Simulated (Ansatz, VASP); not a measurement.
## One calculation of Nb, two programs

Contents of INCAR:

```
SYSTEM = Nb
ALGO = Normal
EDIFF = 1E-6
ENCUT = 500
GGA = LIBXC
GGA_COMPAT = .FALSE.
ISIF = 2
ISMEAR = 0
ISPIN = 2
LASPH = .TRUE.
LCHARG = .FALSE.
LIBXC1 = GGA_X_B88
LIBXC2 = GGA_C_PBE
LMAXMIX = 4
LORBIT = 11
LREAL = .FALSE.
LWAVE = .FALSE.
MAGMOM = 0.5
NBANDS = 16
NELM = 200
PREC = Accurate
SIGMA = 0.15
```

KPOINTS

```
k-points
0
G
  11 11 11
  0 0 0
```

Contents of POSCAR:

```
Nb
1.0
    0.0000000000      2.1150000000      2.1150000000
    2.1150000000      0.0000000000      2.1150000000
    2.1150000000      2.1150000000      0.0000000000
Nb
1
Direct
    0.0000000000      0.0000000000      0.0000000000
```

The input input.yaml:

```yaml
crystal:
  lattice:
    - [0.0, 2.115, 2.115]
    - [2.115, 0.0, 2.115]
    - [2.115, 2.115, 0.0]
  atoms:
    - { symbol: Nb, position: [0.0, 0.0, 0.0], spin: 0.5 }
kpoints:
  mp_grid: { grid: [11, 11, 11] }
scf:
  occupations: { method: gaussian, width: 0.15 }
hamiltonian:
  xc: { exchange: b88, correlation: pbe }
  pseudopotentials: { kind: all_electron, lapw: { basis_error: 0.0005 } }
magnetization:
  spin_polarized: true
output:
  forces: true
  stress: true
  eigenvalues: true
```

Alike in both runs: task single point; functional b88 exchange, pbe correlation; k mesh 11 × 11 × 11; occupations gaussian, width 0.15 eV; collinear spin.

```csv
,VASP,Ansatz
version,VASP 6.6.1,Ansatz 0.2.0
potentials or method,"VASP PAW PBE potentials, release 64 (Nb_sv), cutoff 500 eV","all-electron LAPW, scalar-relativistic"
```

Ansatz gave:

```
gap on the k mesh at the Fermi level (eV) : none
pressure (GPa)                            : -2.2
net moment per atom (μB)                  : 0.00
```

Q: Estimate VASP's values.

A: gap on the k mesh at the Fermi level (eV): none; pressure (GPa): -2.5; net moment per atom (μB): 0.00.

VASP's potentials were made for PBE, not for b88 exchange, pbe correlation. A gap of «none» marks a metal or a gap that the smearing closes. Ansatz ran all-electron here, and VASP with PAW potentials.
